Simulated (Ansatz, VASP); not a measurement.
**One calculation of Si3Sn, two programs**

```
Si Sn
1.0
    -2.69543    2.69543    2.69543
     2.69543   -2.69543    2.69543
     2.69543    2.69543   -2.69543
Si Sn
3 1
Direct
  0.00000 0.50000 0.50000
  0.50000 0.00000 0.50000
  0.50000 0.50000 0.00000
  0.00000 0.00000 0.00000
```

Alike in both runs: functional PBE; k mesh 12 × 12 × 12; occupations gaussian, width 0.1 eV; no spin polarisation.

Ansatz relaxed the structure, and its values are those at the end. VASP's run is a single point on that final structure, the one shown.

```csv
,VASP,Ansatz
version,VASP 6.6.1,Ansatz 0.2.0
potentials or method,"VASP PAW PBE potentials, release 64 (Si, Sn_d), cutoff 520 eV","scalar-relativistic, plane waves, PAW"
valence electrons in the cell,26,26
```

|  | VASP | Ansatz | Ansatz less VASP |
| --- | --- | --- | --- |
| gap on the k mesh at the Fermi level (eV) | none | none | - |
| pressure (GPa) | -0.1 | 0.0 | +0.05 |

A gap of «none» marks a metal or a gap that the smearing closes.
